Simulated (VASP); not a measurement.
# WS2 (P6_3/mmc) in VASP: single point with PBE

Aim: the single point of WS2 with PBE.

All numbers are computed with VASP 6.6.1; they aren't measurements. Logs are shortened: lines on timing, memory, paths and dates and some standing lists are left out, and cuts for length are marked.

**1. The cell of the first run**

Symmetry: P6_3/mmc, No. 194, hexagonal system. Conventional cell: a = 3.170 Å, b = 3.170 Å, c = 12.491 Å, α = 90.00°, β = 90.00°, γ = 120.00°. Within 3.2 Å of W (site symmetry -6m2) lie 6 S at 2.41 Å and 6 W at 3.17 Å. Within 3.2 Å of S (site symmetry 3m) lie 3 W at 2.41 Å and 7 S at 3.13 to 3.17 Å.

**2. Single point, PBE, non-collinear spin, zero start, spin-orbit coupling**

The input, INCAR:

```
PREC = Accurate ; ENCUT = 520
EDIFF = 1E-6 ; ISMEAR = -1
SIGMA = 0.02 ; LREAL = F
LASPH = T ; NELM = 150
ALGO = Normal ; ISIF = 2
LWAVE = F ; LCHARG = F
MAGMOM = 0 0 0 0 0 0 0 0 0 0 0 0 0 0 0 0 0 0 ; LORBIT = 11
LSORBIT = T ; GGA_COMPAT = F
LORBMOM = T ; LMAXMIX = 4
GGA = PE ; NBANDS = 68
```

The input, KPOINTS:

```
regular mesh
0
Gamma
  12 12 2
```

The input, POSCAR:

```
WS2
1.0
    3.1699463526      0.0000000000      0.0000000000
   -1.5849731763      2.7452540700      0.0000000000
    0.0000000000      0.0000000000     12.4910704373
W S
2 4
Direct
    0.3333333333      0.6666666667      0.2500000000
    0.6666666667      0.3333333333      0.7500000000
    0.6666666667      0.3333333333      0.3751079149
    0.6666666667      0.3333333333      0.1248920851
    0.3333333333      0.6666666667      0.8751079149
    0.3333333333      0.6666666667      0.6248920851
```

Potentials or basis: VASP PAW PBE potentials, release 64 (W_sv, S).

Launch:

```
> cat potpaw_PBE.64/W_sv/POTCAR potpaw_PBE.64/S/POTCAR > POTCAR
> mpirun -np 1 vasp_ncl > vasp.out
```

OUTCAR:

```text
PREC = Accurate
   ENCUT = 520
   EDIFF = 1E-6
   ISMEAR = -1
   LREAL = F
   LASPH = T
   NELM = 150
   ISIF = 2
   LORBIT = 11
   LSORBIT = T
   GGA = PE

 ion  position               nearest neighbor table
   1  0.333  0.667  0.250-   3 2.41   4 2.41   3 2.41   4 2.41   3 2.41   4 2.41
   2  0.667  0.333  0.750-   5 2.41   6 2.41   5 2.41   6 2.41   5 2.41   6 2.41
   3  0.667  0.333  0.375-   1 2.41   1 2.41   1 2.41
   4  0.667  0.333  0.125-   1 2.41   1 2.41   1 2.41
   5  0.333  0.667  0.875-   2 2.41   2 2.41   2 2.41
   6  0.333  0.667  0.625-   2 2.41   2 2.41   2 2.41

  LATTYP: Found a hexagonal cell.
 ALAT       =     3.1699463526
 C/A-ratio  =     3.9404674552

  Lattice vectors:

 A1 = (   3.1699463526,   0.0000000000,   0.0000000000)
 A2 = (  -1.5849731763,   2.7452540700,   0.0000000000)
 A3 = (   0.0000000000,   0.0000000000,  12.4910704373)

Analysis of symmetry for initial positions (statically):
=====================================================================
 Subroutine PRICEL returns:
 Original cell was already a primitive cell.

 Routine SETGRP: Setting up the symmetry group for a
 hexagonal supercell.

 Subroutine GETGRP returns: Found 24 space group operations
 (whereof 12 operations were pure point group operations)
 out of a pool of 24 trial point group operations.

The static configuration has the point symmetry D_3d.
 The point group associated with its full space group is D_6h.

Analysis of symmetry for dynamics (positions and initial velocities):
=====================================================================
 Subroutine PRICEL returns:
 Original cell was already a primitive cell.

 Routine SETGRP: Setting up the symmetry group for a
 hexagonal supercell.

 Subroutine GETGRP returns: Found 24 space group operations
 (whereof 12 operations were pure point group operations)
 out of a pool of 24 trial point group operations.

The dynamic configuration has the point symmetry D_3d.
 The point group associated with its full space group is D_6h.

Analysis of structural, dynamic, and magnetic symmetry:
=====================================================================
 Subroutine PRICEL returns:
 Original cell was already a primitive cell.

 Routine SETGRP: Setting up the symmetry group for a
 hexagonal supercell.

 Subroutine GETGRP returns: Found 24 space group operations
 (whereof 12 operations were pure point group operations)
 out of a pool of 24 trial point group operations.

The overall configuration has the point symmetry D_3d.
 The point group associated with its full space group is D_6h.

 Subroutine INISYM returns: Found 24 space group operations
 (whereof 12 operations are pure point group operations),
 and found     1 'primitive' translations

----------------------------------------------------------------------------------------

                                     Primitive cell

  volume of cell :     108.7011

  direct lattice vectors                    reciprocal lattice vectors
     3.169946353  0.000000000  0.000000000     0.315462752  0.182132505  0.000000000
    -1.584973176  2.745254070  0.000000000     0.000000000  0.364265010  0.000000000
     0.000000000  0.000000000 12.491070437     0.000000000  0.000000000  0.080057190

  length of vectors
     3.169946353  3.169946353 12.491070437     0.364265010  0.364265010  0.080057190

  position of ions in fractional coordinates (direct lattice)
     0.333333333  0.666666667  0.250000000
     0.666666667  0.333333333  0.750000000
     0.666666667  0.333333333  0.375107915
     0.666666667  0.333333333  0.124892085
     0.333333333  0.666666667  0.875107915
     0.333333333  0.666666667  0.624892085

  ion indices of the primitive-cell ions
   primitive index   ion index
                 1           1
                 2           2
                 3           3
                 4           4
                 5           5
                 6           6

[... 132 lines left out ...]
      2     -67.4320      1.00000
      3     -67.4319      1.00000
      4     -67.4319      1.00000
      5     -37.5009      1.00000
      6     -37.5009      1.00000
[... 1597 lines left out ...]
     63      10.4468      0.00000
     64      10.4468      0.00000

 [... further k-points ...]

 [bands above 64 left out]

------------------------ aborting loop because EDIFF is reached ----------------------------------------

  FORCE on cell =-STRESS in cart. coord.  units (eV):
  Direction    XX          YY          ZZ          XY          YZ          ZX
  --------------------------------------------------------------------------------------
  -------------------------------------------------------------------------------------
  Total        2.0807556      2.0807556      2.9560504     -0.0000000      0.0000000      0.0000000
  in kB       30.6688532     30.6688532     43.5700740     -0.0000000      0.0000000      0.0000000
  external PRESSURE =      34.9692602 kB  Pullay stress =       0.0000000 kB

 VOLUME and BASIS-vectors are now :
 -----------------------------------------------------------------------------
  energy-cutoff  :      520.00
  volume of cell :      108.70
      direct lattice vectors                 reciprocal lattice vectors
     3.169946353  0.000000000  0.000000000     0.315462752  0.182132505  0.000000000
    -1.584973176  2.745254070  0.000000000     0.000000000  0.364265010  0.000000000
     0.000000000  0.000000000 12.491070437     0.000000000  0.000000000  0.080057190

 POSITION                                       TOTAL-FORCE (eV/Angst)
 -----------------------------------------------------------------------------------
     -0.00000      1.83017      3.12277        -0.000000      0.000000     -0.000000
      1.58497      0.91508      9.36830        -0.000000     -0.000000      0.000000
      1.58497      0.91508      4.68550        -0.000000      0.000000      0.223344
      1.58497      0.91508      1.56004        -0.000000      0.000000     -0.223344
     -0.00000      1.83017     10.93103         0.000000     -0.000000      0.223344
     -0.00000      1.83017      7.80557         0.000000     -0.000000     -0.223344
 -----------------------------------------------------------------------------------
    total drift:                               -0.000000     -0.000000     -0.000000

  FREE ENERGIE OF THE ION-ELECTRON SYSTEM (eV)
  ---------------------------------------------------
  free  energy   TOTEN  =       -48.7849226515 eV

  energy  without entropy=      -48.7849226515  energy(sigma->0) =      -48.78492265

 orbital moment (x)

 # of ion     p       d       tot
 ----------------------------------------
  1        -0.000   0.000   0.000
  2        -0.000  -0.000  -0.000
  3         0.000   0.000   0.000
  4        -0.000   0.000  -0.000
  5        -0.000   0.000  -0.000
  6         0.000   0.000   0.000
 ----------------------------------------
           -0.000  -0.000  -0.000

 orbital moment (y)

 # of ion     p       d       tot
 ----------------------------------------
  1        -0.000  -0.000  -0.000
  2        -0.000   0.000   0.000
  3        -0.000   0.000  -0.000
  4        -0.000   0.000  -0.000
  5         0.000   0.000   0.000
  6        -0.000   0.000  -0.000
 ----------------------------------------
           -0.000   0.000  -0.000

 orbital moment (z)

 # of ion     p       d       tot
 ----------------------------------------
  1         0.000   0.000   0.000
  2         0.000   0.000   0.000
  3         0.000   0.000   0.000
  4         0.000   0.000   0.000
  5         0.000   0.000   0.000
  6         0.000   0.000   0.000
 ----------------------------------------
            0.000   0.000   0.000

 Spin-Orbit-Coupling matrix elements

 Ion:    1  E_soc:     -1.4921427
 l=   1
     0.0000000    -0.2213862    -0.2223161
    -0.2213862     0.0000000    -0.2213862
    -0.2223161    -0.2213862     0.0000000
 l=   2
     0.0000000    -0.0051389     0.0000000    -0.0051389    -0.0226406
    -0.0051389     0.0000000    -0.0167083    -0.0043700    -0.0051389
     0.0000000    -0.0167083     0.0000000    -0.0167083     0.0000000
    -0.0051389    -0.0043700    -0.0167083     0.0000000    -0.0051389
    -0.0226406    -0.0051389     0.0000000    -0.0051389     0.0000000
 l=   3
     0.0000000     0.0000000     0.0000000     0.0000000     0.0000000     0.0000000     0.0000000
     0.0000000     0.0000000     0.0000000     0.0000000     0.0000000     0.0000000     0.0000000
     0.0000000     0.0000000     0.0000000     0.0000000     0.0000000     0.0000000     0.0000000
     0.0000000     0.0000000     0.0000000     0.0000000     0.0000000     0.0000000     0.0000000
[... 89 lines left out ...]
 l=   2
     0.0000000     0.0000000     0.0000000     0.0000000     0.0000000
     0.0000000     0.0000000     0.0000000     0.0000000     0.0000000
     0.0000000     0.0000000     0.0000000     0.0000000     0.0000000
     0.0000000     0.0000000     0.0000000     0.0000000     0.0000000
     0.0000000     0.0000000     0.0000000     0.0000000     0.0000000
 l=   3
     0.0000000     0.0000000     0.0000000     0.0000000     0.0000000     0.0000000     0.0000000
     0.0000000     0.0000000     0.0000000     0.0000000     0.0000000     0.0000000     0.0000000
     0.0000000     0.0000000     0.0000000     0.0000000     0.0000000     0.0000000     0.0000000
     0.0000000     0.0000000     0.0000000     0.0000000     0.0000000     0.0000000     0.0000000
     0.0000000     0.0000000     0.0000000     0.0000000     0.0000000     0.0000000     0.0000000
     0.0000000     0.0000000     0.0000000     0.0000000     0.0000000     0.0000000     0.0000000
     0.0000000     0.0000000     0.0000000     0.0000000     0.0000000     0.0000000     0.0000000

 total charge

# of ion       s       p       d       tot
------------------------------------------
    1        2.321   6.334   3.392  12.047
    2        2.321   6.334   3.392  12.047
    3        1.360   2.366   0.000   3.726
    4        1.360   2.366   0.000   3.726
    5        1.360   2.366   0.000   3.726
    6        1.360   2.366   0.000   3.726
--------------------------------------------------
tot         10.081  22.134   6.784  38.999

 magnetization (x)

# of ion       s       p       d       tot
------------------------------------------
    1       -0.000   0.000   0.000   0.000
    2        0.000   0.000  -0.000  -0.000
    3       -0.000   0.000   0.000   0.000
    4        0.000   0.000   0.000   0.000
    5        0.000  -0.000   0.000  -0.000
    6       -0.000   0.000   0.000   0.000
--------------------------------------------------
tot         -0.000   0.000   0.000   0.000

 magnetization (y)

# of ion       s       p       d       tot
------------------------------------------
    1        0.000  -0.000   0.000   0.000
    2        0.000   0.000   0.000   0.000
    3        0.000   0.000   0.000   0.000
    4       -0.000   0.000   0.000   0.000
    5       -0.000   0.000   0.000  -0.000
    6        0.000   0.000   0.000   0.000
--------------------------------------------------
tot          0.000   0.000   0.000   0.000

 magnetization (z)

# of ion       s       p       d       tot
------------------------------------------
    1        0.000   0.000   0.000   0.000
    2        0.000   0.000   0.000   0.000
    3        0.000   0.000   0.000   0.000
    4        0.000   0.000   0.000   0.000
    5        0.000   0.000   0.000   0.000
    6        0.000   0.000   0.000   0.000
--------------------------------------------------
tot          0.000   0.000   0.000   0.000
```

It took 26 min on 1 thread of Oxide Virtual Turin-like, shared host; peak memory 0.64 GiB.

Results:

```
Free energy                                           : -48.7849 eV
Pressure                                              : 3.5 GPa
Largest force                                         : 0.223 eV/Å
Net moment                                            : 0.00 μB per cell
Valence electrons inside the program's atomic spheres : W 12.05; S 3.73
```

Forces on the atoms (eV/Å):
```
W    0.000  0.000  0.000
W    0.000  0.000  0.000
S    0.000  0.000  0.223
S    0.000  0.000 -0.223
S    0.000  0.000  0.223
S    0.000  0.000 -0.223
```

Moments on the atoms (μB; x, y, z):
```
W   0.00 0.00 0.00
W   0.00 0.00 0.00
S   0.00 0.00 0.00
S   0.00 0.00 0.00
S   0.00 0.00 0.00
S   0.00 0.00 0.00
```

Caveat: the cell stands under pressure; this functional lacks dispersion, which binds layers or chains, so the pressure and a relaxed spacing across them are unreliable.
